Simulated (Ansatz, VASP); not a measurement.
CoO in VASP and in Ansatz

```
Co O
1.0
     0.02132    2.14216    2.14216
     2.14216    0.02132    2.14216
     2.14216    2.14216    0.02132
Co O
1 1
Direct
  0.00000 0.00000 0.00000
  0.50000 0.50000 0.50000
```

Change from the starting cell: equal xy, yz and zx shear strains of +1 %, crystal datasets.

Alike in both runs: task electric field gradients; functional PBE; k mesh 16 × 16 × 16; occupations fermi-dirac, width 0.05 eV; collinear spin.

|  | VASP | Ansatz |
| --- | --- | --- |
| version | VASP 6.6.1 | Ansatz 0.2.0 |
| potentials or method | VASP PAW PBE potentials, release 64 (Co, O), cutoff 520 eV | all-electron PAW with datasets made for the crystal, scalar-relativistic |

VASP gave:

* pressure (GPa): -2.3
* traceless stress, the component that is largest in VASP (GPa): 0.26
* net moment per atom (μB): 1.45
* size of the moment on the site where the two differ most (μB): 2.56
* size of Vzz on the site where it differs most (V/Å²): 6.3

Estimate Ansatz's values.

pressure (GPa): -1.8; traceless stress, the component that is largest in VASP (GPa): 0.37; net moment per atom (μB): 1.47; size of the moment on the site where the two differ most (μB): 2.50; size of Vzz on the site where it differs most (V/Å²): 12.4.

Site moments also hang on the region over which each program counts them. Ansatz ran all-electron here, and VASP with PAW potentials.
